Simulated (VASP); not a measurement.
Here is a VASP 6.6.1 calculation.

File INCAR:

```
SYSTEM = SiC
ALGO = Normal ; EDIFF = 1E-6
ENCUT = 520 ; GGA = PS
ISIF = 2 ; ISMEAR = 0
LASPH = .TRUE. ; LCHARG = .FALSE.
LREAL = .FALSE. ; LWAVE = .FALSE.
NBANDS = 11 ; NELM = 100
PREC = Accurate ; SIGMA = 0.01
```

The input KPOINTS:

```
k-points
0
G
  10 10 10
  0 0 0
```

Contents of POSCAR:

```
SiC
1.0
    0.0000000000      2.1784118705      2.1784118705
    2.1784118705      0.0000000000      2.1784118705
    2.1784118705      2.1784118705      0.0000000000
Si C
1 1
Direct
    0.0000000000      0.0000000000      0.0000000000
    0.7500000000      0.7500000000      0.7500000000
```

Potentials or basis: VASP PAW PBE potentials, release 64 (Si, C).

Command:

```sh
$ cat potpaw_PBE.64/Si/POTCAR potpaw_PBE.64/C/POTCAR > POTCAR
$ mpirun -np 1 vasp_std > vasp.out
```

**Question.** What does it give for the pressure?

**Answer.** 0.4 GPa.

**Question.** Predict the band gap on the k mesh.

**Answer.** 1.23 eV, indirect (least direct gap 4.44 eV).

Caveat: the PAW data sets were made with another functional, which shifts forces and pressure a little.

**Experimental background.**

“Insight into the structural, elastic and electronic properties of a new orthorhombic 6O-SiC polytype”, 2020, pmc:7200658 quotes, for a bulk crystal of SiC: band gap 2.4 eV (indirect).

Against the measured gap of SiC, 2.4 eV (indirect; quoted in “Insight into the structural, elastic and electronic properties of a new orthorhombic 6O-SiC polytype”, 2020, pmc:7200658), the calculated 1.23 eV is off by -1.17 eV. The value is that of PBEsol on a finite k mesh, which can miss the band edges, without temperature or zero-point motion. Semilocal functionals fall short of measured gaps as a rule.
